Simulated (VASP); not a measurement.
Set up this calculation in VASP 6.6.1, as the native input.

| Quantity | Value |
| --- | --- |
| Task | G0W0 quasiparticle levels |
| Functional | PBE |
| Potentials or basis | VASP PAW PBE potentials, release 64 (Be_GW, S_GW) |
| Cutoff | 500 eV |
| k mesh | 6 × 6 × 6 |
| Occupations | gaussian, width 0.01 eV |
| Spin | no spin polarisation |
| Dipole correction | no |
| GW scheme | G0W0 |
| GW iterations | 1 |
| Cutoff of the response function | 150 |
| Frequency points | 48 |
| Empty bands | 107 |
| Further INCAR settings | ALGO = EVGW0; EDIFF = 1e-08; NBANDS = 111 |

The system is BeS.

```
Be S
1.0
     0.00000    2.31730    2.31730
     2.40999    0.00000    2.31730
     2.40999    2.31730    0.00000
Be S
1 1
Direct
  0.00000 0.00000 0.00000
  0.50000 0.50000 0.50000
```

One way to write it, as run:

POSCAR

```
BeS
1.0
    0.0000000000      2.3172971969      2.3172971969
    2.4099890848      0.0000000000      2.3172971969
    2.4099890848      2.3172971969      0.0000000000
Be S
1 1
Direct
    0.0000000000      0.0000000000      0.0000000000
    0.5000000000      0.5000000000      0.5000000000
```

INCAR.step1

```
PREC = Accurate
ENCUT = 500
EDIFF = 1E-8
ISMEAR = 0
SIGMA = 0.01
LREAL = F
LASPH = T
NELM = 60
ALGO = Normal
LWAVE = T
LCHARG = F
GGA = PE
```

INCAR.step2

```
PREC = Accurate
ENCUT = 500
EDIFF = 1E-8
ISMEAR = 0
SIGMA = 0.01
LREAL = F
LASPH = T
NELM = 1
ALGO = Exact
LWAVE = T
LCHARG = F
GGA = PE
NBANDS = 111
LOPTICS = T
ISTART = 1
```

INCAR.step3

```
PREC = Accurate
ENCUT = 500
EDIFF = 1E-8
ISMEAR = 0
SIGMA = 0.01
LREAL = F
LASPH = T
ALGO = EVGW0
LWAVE = F
LCHARG = F
GGA = PE
NELMGW = 1
NBANDS = 111
ENCUTGW = 150.0
NOMEGA = 48
PRECFOCK = Fast
ISTART = 1
NBANDSGW = 12
```

KPOINTS

```
Automatic mesh
0
Gamma
  6 6 6
```

Potentials or basis: VASP PAW PBE potentials, release 64 (Be_GW, S_GW).

The run is started by

```bash
$ cat potpaw_PBE.64/Be_GW/POTCAR potpaw_PBE.64/S_GW/POTCAR > POTCAR
$ cp INCAR.step1 INCAR
$ mpirun -np 1 vasp_std > vasp.out
$ cp INCAR.step2 INCAR
$ mpirun -np 1 vasp_std > vasp.out
$ cp INCAR.step3 INCAR
$ mpirun -np 1 vasp_std > vasp.out
```

Results of the run:

```json
{
 "Quasiparticle gap": "1.59 eV",
 "Least direct quasiparticle gap": "4.53 eV",
 "Band gap of the starting levels on the mesh": "0.82 eV",
 "Least direct gap of the starting levels on the mesh": "3.62 eV"
}
```

Caveat: the k points lie up to 0.39 Å⁻¹ apart; bands, screening cutoff and mesh are small and nothing is extrapolated, so the quasiparticle values aren't converged.

Wall time 16 min on 1 thread of Intel Xeon 8259CL (shared host), peak memory 0.57 GiB.
